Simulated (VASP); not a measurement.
# MgO (P6_3mc) in VASP: a series of runs

Runs on MgO. Level: PBE. Tasks: single point.

Program: VASP 6.6.1. These are calculated values, not measurements. Logs are shortened: lines on timing, memory, paths and dates and some standing lists are left out, and cuts for length are marked.

### Step 1. The cell of the first run

The structure is hexagonal, space group P6_3mc (No. 186). Conventional cell: a = 3.108 Å, b = 3.108 Å, c = 11.246 Å, α = 90.00°, β = 90.00°, γ = 120.00°. Mg (site symmetry 3m) has 4 O at 1.92 to 2.13 Å within 2.5 Å. Within 2.5 Å of Mg (site symmetry 3m) lie 4 O at 1.91 to 2.15 Å. O (site symmetry 3m) has 4 Mg at 1.91 to 2.13 Å within 2.5 Å. O (site symmetry 3m) has 4 Mg at 1.92 to 2.15 Å within 2.5 Å.

### Step 2. Single point, PBE (volume 11.759 Å^3 an atom, c/a of the conventional cell 3.6183)

File INCAR:

```
PREC = Accurate ; ENCUT = 520
EDIFF = 1E-6 ; ISMEAR = 0
SIGMA = 0.05 ; LREAL = False
LASPH = True ; NELM = 60
ALGO = Normal ; ISIF = 2
LWAVE = False ; LCHARG = False
GGA = PE ; NBANDS = 26
```

File KPOINTS:

```
Automatic mesh
0
Gamma
  9 9 4
```

File POSCAR:

```
MgO
1.0
    3.1079574030      0.0000000000      0.0000000000
   -1.5539787015      2.6915700649      0.0000000000
    0.0000000000      0.0000000000     11.2455222714
Mg O
4 4
Direct
    0.3333333333      0.6666666667      0.9694906392
    0.0000000000      0.0000000000      0.2208211786
    0.0000000000      0.0000000000      0.7208211786
    0.6666666667      0.3333333333      0.4694906392
    0.3333333333      0.6666666667      0.7800420079
    0.0000000000      0.0000000000      0.5296443544
    0.0000000000      0.0000000000      0.0296443544
    0.6666666667      0.3333333333      0.2800420079
```

Potentials or basis: VASP PAW PBE potentials, release 64 (Mg, O).

Run with:

```
> cat potpaw_PBE.64/Mg/POTCAR potpaw_PBE.64/O/POTCAR > POTCAR
> mpirun -np 1 vasp_std > vasp.out
```

OUTCAR:

```text
PREC = Accurate
   ENCUT = 520
   EDIFF = 1E-6
   ISMEAR = 0
   LREAL = False
   LASPH = True
   NELM = 60
   ISIF = 2
   GGA = PE

 ion  position               nearest neighbor table
   1  0.333  0.667  0.969-   7 1.92   7 1.92   7 1.92   5 2.13   3 3.32   3 3.32   3 3.32   2 3.35
                             2 3.35   2 3.35
   2  0.000  0.000  0.221-   8 1.91   8 1.91   8 1.91   7 2.15   4 3.32   4 3.32   4 3.32   1 3.35
                             1 3.35   1 3.35
   3  0.000  0.000  0.721-   5 1.91   5 1.91   5 1.91   6 2.15   1 3.32   1 3.32   1 3.32   4 3.35
                             4 3.35   4 3.35
   4  0.667  0.333  0.469-   6 1.92   6 1.92   6 1.92   8 2.13   2 3.32   2 3.32   2 3.32   3 3.35
                             3 3.35   3 3.35
   5  0.333  0.667  0.780-   3 1.91   3 1.91   3 1.91   1 2.13
   6  0.000  0.000  0.530-   4 1.92   4 1.92   4 1.92   3 2.15
   7  0.000  0.000  0.030-   1 1.92   1 1.92   1 1.92   2 2.15
   8  0.667  0.333  0.280-   2 1.91   2 1.91   2 1.91   4 2.13

  LATTYP: Found a hexagonal cell.
 ALAT       =     3.1079574030
 C/A-ratio  =     3.6183000000

  Lattice vectors:

 A1 = (   3.1079574030,   0.0000000000,   0.0000000000)
 A2 = (  -1.5539787015,   2.6915700649,   0.0000000000)
 A3 = (   0.0000000000,   0.0000000000,  11.2455222714)

Analysis of symmetry for initial positions (statically):
=====================================================================
 Subroutine PRICEL returns:
 Original cell was already a primitive cell.

 Routine SETGRP: Setting up the symmetry group for a
 hexagonal supercell.

 Subroutine GETGRP returns: Found 12 space group operations
 (whereof  6 operations were pure point group operations)
 out of a pool of 24 trial point group operations.

The static configuration has the point symmetry C_3v.
 The point group associated with its full space group is C_6v.

Analysis of symmetry for dynamics (positions and initial velocities):
=====================================================================
 Subroutine PRICEL returns:
 Original cell was already a primitive cell.

 Routine SETGRP: Setting up the symmetry group for a
 hexagonal supercell.

 Subroutine GETGRP returns: Found 12 space group operations
 (whereof  6 operations were pure point group operations)
 out of a pool of 24 trial point group operations.

The dynamic configuration has the point symmetry C_3v.
 The point group associated with its full space group is C_6v.

 Subroutine INISYM returns: Found 12 space group operations
 (whereof  6 operations are pure point group operations),
 and found     1 'primitive' translations

----------------------------------------------------------------------------------------

                                     Primitive cell

  volume of cell :      94.0720

  direct lattice vectors                    reciprocal lattice vectors
     3.107957403  0.000000000  0.000000000     0.321754732  0.185765181  0.000000000
    -1.553978701  2.691570065  0.000000000     0.000000000  0.371530362  0.000000000
     0.000000000  0.000000000 11.245522271     0.000000000  0.000000000  0.088924283

  length of vectors
     3.107957403  3.107957403 11.245522271     0.371530362  0.371530362  0.088924283

  position of ions in fractional coordinates (direct lattice)
     0.333333333  0.666666667  0.969490639
     0.000000000  0.000000000  0.220821179
     0.000000000  0.000000000  0.720821179
     0.666666667  0.333333333  0.469490639
     0.333333333  0.666666667  0.780042008
     0.000000000  0.000000000  0.529644354
     0.000000000  0.000000000  0.029644354
     0.666666667  0.333333333  0.280042008

  ion indices of the primitive-cell ions
   primitive index   ion index
                 1           1
                 2           2
                 3           3
                 4           4
                 5           5
                 6           6
                 7           7
                 8           8

----------------------------------------------------------------------------------------

 KPOINTS: Automatic mesh

Automatic generation of k-mesh.
 Grid dimensions read from file:
 generate k-points for:    9    9    4

 Generating k-lattice:

  Cartesian coordinates                     Fractional coordinates (reciprocal lattice)
     0.035750526  0.020640576  0.000000000     0.111111111  0.000000000  0.000000000
     0.000000000  0.041281151  0.000000000     0.000000000  0.111111111  0.000000000
     0.000000000  0.000000000  0.022231071     0.000000000  0.000000000  0.250000000

  Length of vectors
     0.041281151  0.041281151  0.022231071

  Shift w.r.t. Gamma in fractional coordinates (k-lattice)
     0.000000000  0.000000000  0.000000000

 Subroutine IBZKPT returns following result:
 ===========================================

 Found     36 irreducible k-points:

 Following reciprocal coordinates:
            Coordinates               Weight
  0.000000  0.000000  0.000000      1.000000
  0.111111 -0.000000  0.000000      6.000000
  0.222222  0.000000  0.000000      6.000000
  0.333333 -0.000000  0.000000      6.000000
  0.444444  0.000000  0.000000      6.000000
  0.111111  0.111111  0.000000      6.000000
[... 16 lines left out ...]
  0.333333  0.222222  0.250000     24.000000
  0.333333  0.333333  0.250000      4.000000
 [... further k-points ...]
   k-points           NKPTS =     36   k-points in BZ     NKDIM =     36   number of bands    NBANDS=     26
   number of dos      NEDOS =    301   number of ions     NIONS =      8
   total plane-waves  NPLWV =  48384
   dimension x,y,z NGX =    24 NGY =   24 NGZ =   84
   dimension x,y,z NGXF=    48 NGYF=   48 NGZF=  168
   ions per type =               4   4
   NGX,Y,Z   is equivalent  to a cutoff of  12.84, 12.84, 12.42 a.u.
   NGXF,Y,Z  is equivalent  to a cutoff of  25.68, 25.68, 24.84 a.u.
 SYSTEM =  unknown system
   PREC   = accura    normal or accurate (medium, high low for compatibility)
   ISTART =      0    job   : 0-new  1-cont  2-samecut
   ICHARG =      2    charge: 1-file 2-atom 10-const
   ISPIN  =      1    spin polarized calculation?
   LNONCOLLINEAR =      F non collinear calculations
   LSORBIT =      F    spin-orbit coupling
   LASPH  =      T    aspherical Exc in radial PAW
   ENCUT  =  520.0 eV  38.22 Ry    6.18 a.u.   5.78  5.78 20.91*2*pi/ulx,y,z
   NELM   =     60;   NELMIN=  2; NELMDL= -5     # of ELM steps
   EDIFF  = 0.1E-05   stopping-criterion for ELM
   LREAL  =      F    real-space projection
   EDIFFG = 0.1E-04   stopping-criterion for IOM
   NSW    =      0    number of steps for IOM
   IBRION =     -1    ionic relax: 0-MD 1-quasi-New 2-CG
   NFREE  =      0    steps in history (QN), initial steepest desc. (CG)
   ISIF   =      2    stress and relaxation
   ISYM   =      2    0-nonsym 1-usesym 2-fastsym
   POTIM  = 0.5000    time-step for ionic-motion
   TEBEG  =    0.0;   TEEND  =   0.0 temperature during run
   PSTRESS=    0.0 pullay stress
   NELECT =      32.0000    total number of electrons
   NUPDOWN=      -1.0000    fix difference up-down
   EMIN   =  10.00;   EMAX   =-10.00  energy-range for DOS
   EFERMI =   0.00;   METHOD = LEGACY
   ISMEAR =     0;   SIGMA  =   0.05  broadening in eV -4-tet -1-fermi 0-gaus
   EFERMI_NEDOS =   21; number of points for ismear=-14 and -15
   IALGO  =     38    algorithm
   IMIX   =      4    mixing-type and parameters
     AMIX     =   0.40;   BMIX     =  1.00
     AMIX_MAG =   1.60;   BMIX_MAG =  1.00
  volume/ion in A,a.u.               =      11.76        79.35
  Fermi-wavevector in a.u.,A,eV,Ry     =   1.142803  2.159584 17.769190  1.305999
  Thomas-Fermi vector in A             =   2.279500
   LORBIT       =      0    0 simple, 1 ext, 2 COOP (PROOUT), +10 PAW based schemes
   GGA     = PE    functional components
   LHFCALC =     F    Hartree Fock is set to
   AEXX    =    0.0000 exact exchange contribution
   IVDW    =     0    specifies the selected vdW correction
   LEPSILON=     F    determine dielectric tensor
   LRPA    =     F    only Hartree local field effects (RPA)
 non-spin polarized calculation
 Gauss-broadening in eV      SIGMA  =   0.05
  energy-cutoff  :      520.00
  volume of cell :       94.07
 maximum number of plane-waves:      2562
 NGX is ok and might be reduce to    24
   NGX = 11   NGY = 11   NGZ = 41

 number of electron      31.9999964 magnetization

 Free energy of the ion-electron system (eV)
  ---------------------------------------------------
  ext. energy  EPLUGINS =         0.00000000
  ---------------------------------------------------
  free energy    TOTEN  =       -46.18787216 eV

  energy without entropy =      -46.18787216  energy(sigma->0) =      -46.18787216

 E-fermi :   1.2103     XC(G=0):  -9.7540

 val. band max:        0.9670325356   @ k =   0.0000   0.0000   0.0000
 cond. band min:       4.4731900223   @ k =   0.0000   0.0000   0.0000
 fundamental gap:      3.5061574867
 Fermi energy:         1.2103292409

 k-point     1 :       0.0000    0.0000    0.0000
  band No.  band energies     occupation
      1     -15.1066      2.00000
      2     -14.8735      2.00000
      3     -14.8221      2.00000
      4     -14.5688      2.00000
      5      -2.4123      2.00000
      6      -1.2275      2.00000
[... 18 lines left out ...]
     25      16.8014      0.00000
     26      16.8014      0.00000

 k-point     2 :       0.1111   -0.0000    0.0000
  band No.  band energies     occupation
      1     -15.0320      2.00000
      2     -14.8116      2.00000
      3     -14.7605      2.00000
      4     -14.5220      2.00000
      5      -2.2622      2.00000
      6      -1.1901      2.00000
[... 18 lines left out ...]
     25      15.6982      0.00000
     26      16.4501      0.00000

 k-point     3 :       0.2222    0.0000    0.0000
  band No.  band energies     occupation
      1     -14.8339      2.00000
      2     -14.6501      2.00000
      3     -14.5997      2.00000
      4     -14.4044      2.00000
      5      -1.8412      2.00000
      6      -1.2307      2.00000
[... 18 lines left out ...]
     25      14.7969      0.00000
     26      15.0424      0.00000

 k-point     4 :       0.3333   -0.0000    0.0000
  band No.  band energies     occupation
      1     -14.5856      2.00000
      2     -14.4583      2.00000
      3     -14.4086      2.00000
      4     -14.2772      2.00000
      5      -1.6498      2.00000
      6      -1.5364      2.00000
[... 18 lines left out ...]
     25      14.1127      0.00000
     26      14.6730      0.00000

 k-point     5 :       0.4444    0.0000    0.0000
  band No.  band energies     occupation
      1     -14.3955      2.00000
      2     -14.3283      2.00000
      3     -14.2783      2.00000
      4     -14.2107      2.00000
      5      -2.0537      2.00000
      6      -1.8460      2.00000
[... 18 lines left out ...]
     25      14.1757      0.00000
     26      14.4967      0.00000

 k-point     6 :       0.1111    0.1111    0.0000
  band No.  band energies     occupation
      1     -14.8956      2.00000
      2     -14.6996      2.00000
      3     -14.6491      2.00000
      4     -14.4397      2.00000
      5      -1.9760      2.00000
      6      -1.1805      2.00000
[... 427 lines left out ...]
 k-point    21 :       0.4444    0.1111    0.2500
  band No.  band energies     occupation
      1     -14.3368      2.00000
      2     -14.3056      2.00000
      3     -14.2337      2.00000
      4     -14.2025      2.00000
      5      -1.9745      2.00000
      6      -1.8181      2.00000
[... 18 lines left out ...]
     25      14.2064      0.00000
     26      14.4668      0.00000

 k-point    22 :       0.2222    0.2222    0.2500
  band No.  band energies     occupation
      1     -14.4601      2.00000
      2     -14.3998      2.00000
      3     -14.2965      2.00000
      4     -14.2356      2.00000
      5      -1.5128      2.00000
      6      -1.4346      2.00000
[... 18 lines left out ...]
     25      14.3987      0.00000
     26      14.4705      0.00000

 k-point    23 :       0.3333    0.2222    0.2500
  band No.  band energies     occupation
      1     -14.3073      2.00000
      2     -14.2817      2.00000
      3     -14.2160      2.00000
      4     -14.1916      2.00000
      5      -1.6542      2.00000
      6      -1.5423      2.00000
[... 18 lines left out ...]
     25      14.0852      0.00000
     26      14.1822      0.00000

 k-point    24 :       0.3333    0.3333    0.2500
  band No.  band energies     occupation
      1     -14.2393      2.00000
      2     -14.2393      2.00000
      3     -14.1921      2.00000
      4     -14.1904      2.00000
      5      -1.3184      2.00000
      6      -1.3184      2.00000
[... 18 lines left out ...]
     25      13.9171      0.00000
     26      14.0107      0.00000

 [... further k-points ...]
[... 5 lines left out ...]
  --------------------------------------------------------------------------------------
  -------------------------------------------------------------------------------------
  Total        9.7964157      9.7964157     -6.4539018     -0.0000000      0.0000000      0.0000000
  in kB      166.8466198    166.8466199   -109.9189463     -0.0000000      0.0000000      0.0000000
  external PRESSURE =      74.5914311 kB  Pullay stress =       0.0000000 kB

 VOLUME and BASIS-vectors are now :
 -----------------------------------------------------------------------------
  energy-cutoff  :      520.00
  volume of cell :       94.07
      direct lattice vectors                 reciprocal lattice vectors
     3.107957403  0.000000000  0.000000000     0.321754732  0.185765181  0.000000000
    -1.553978701  2.691570065  0.000000000     0.000000000  0.371530362  0.000000000
     0.000000000  0.000000000 11.245522271     0.000000000  0.000000000  0.088924283

 POSITION                                       TOTAL-FORCE (eV/Angst)
 -----------------------------------------------------------------------------------
     -0.00000      1.79438     10.90243        -0.000000      0.000000     -0.777051
      0.00000      0.00000      2.48325         0.000000      0.000000     -0.854520
      0.00000      0.00000      8.10601         0.000000     -0.000000     -0.854520
      1.55398      0.89719      5.27967         0.000000     -0.000000     -0.777051
     -0.00000      1.79438      8.77198        -0.000000      0.000000      0.837622
      0.00000      0.00000      5.95613        -0.000000     -0.000000      0.793950
      0.00000      0.00000      0.33337        -0.000000      0.000000      0.793950
      1.55398      0.89719      3.14922         0.000000     -0.000000      0.837622
 -----------------------------------------------------------------------------------
    total drift:                                0.000000      0.000000      0.001687

  FREE ENERGIE OF THE ION-ELECTRON SYSTEM (eV)
  ---------------------------------------------------
  free  energy   TOTEN  =       -46.1878721556 eV

  energy  without entropy=      -46.1878721556  energy(sigma->0) =      -46.18787216
```

It took 48 s on 1 thread of Intel Xeon Platinum 8488C (Sapphire Rapids), shared host; peak memory 0.24 GiB.

What came out:

```yaml
Free_energy: -46.1879 eV
Pressure: 7.5 GPa
Largest_force: 0.855 eV/Å
Band_gap_on_the_k_mesh: 3.51 eV, direct
```

Forces on the atoms (eV/Å):
```
Mg   0.000  0.000 -0.777
Mg   0.000  0.000 -0.855
Mg   0.000  0.000 -0.855
Mg   0.000  0.000 -0.777
O    0.000  0.000  0.838
O    0.000  0.000  0.794
O    0.000  0.000  0.794
O    0.000  0.000  0.838
```

Stress tensor (GPa, compression positive):
```
 16.68   0.00   0.00
  0.00  16.68   0.00
  0.00   0.00 -10.99
```

[end of part 1 of 2]
